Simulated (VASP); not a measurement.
A run of VASP 6.6.1:

The input INCAR:

```
SYSTEM = InSb
PREC = Accurate
ENCUT = 520
EDIFF = 1E-6
ISMEAR = 0
SIGMA = 0.1
LREAL = .FALSE.
LASPH = .TRUE.
NELM = 100
ALGO = Normal
ISIF = 2
LWAVE = .FALSE.
LCHARG = .FALSE.
GGA = PE
NBANDS = 16
NELECT = 18.1
```

The input KPOINTS:

```
Automatic mesh
0
G
  4 4 4
  0 0 0
```

POSCAR

```
InSb
1.0
    0.0000000000      3.0735130000      3.0735130000
    3.0735130000      0.0000000000      3.0735130000
    3.0735130000      3.0735130000      0.0000000000
In Sb
1 1
Direct
    0.0000000000      0.0000000000      0.0000000000
    0.5000000000      0.5000000000      0.5000000000
```

Potentials or basis: VASP PAW PBE potentials, release 64 (In_d, Sb).

The run is started by

```sh
$ cat potpaw_PBE.64/In_d/POTCAR potpaw_PBE.64/Sb/POTCAR > POTCAR
$ mpirun -np 1 vasp_std > vasp.out
```

Hardware: 1 thread of Intel Xeon 8259CL, on a shared host.

**Question.** How long does it take, and how much memory?

**Answer.** It took 13 s on 1 thread of Intel Xeon 8259CL, with other jobs on the host, peak memory 0.17 GiB. Counts: scf iterations 11, k points 8.
